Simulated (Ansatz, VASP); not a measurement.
# One calculation of Al, two programs

```
Al
1.0
     0.00000    1.99669    1.99669
     1.99669    0.00000    1.99669
     1.99669    1.99669    0.00000
Al
1
Cartesian
  0.0000 0.0000 0.0000
```

Alike in both runs: task single point; functional r2SCAN; k mesh 14 × 14 × 14; occupations methfessel-paxton of order 1, width 1 eV; no spin polarisation.

|  | VASP | Ansatz |
| --- | --- | --- |
| version | VASP 6.6.1 | Ansatz 0.2.0 |
| potentials or method | VASP PAW PBE potentials, release 64 (Al), cutoff 520 eV | plane waves (500 eV) with PAW, scalar-relativistic |
| valence electrons in the cell | 3 | 3 |

```csv
,VASP,Ansatz,Ansatz less VASP
pressure (GPa),-0.2,0.1,+0.32
```

VASP's potentials were made for PBE, not for r2SCAN.
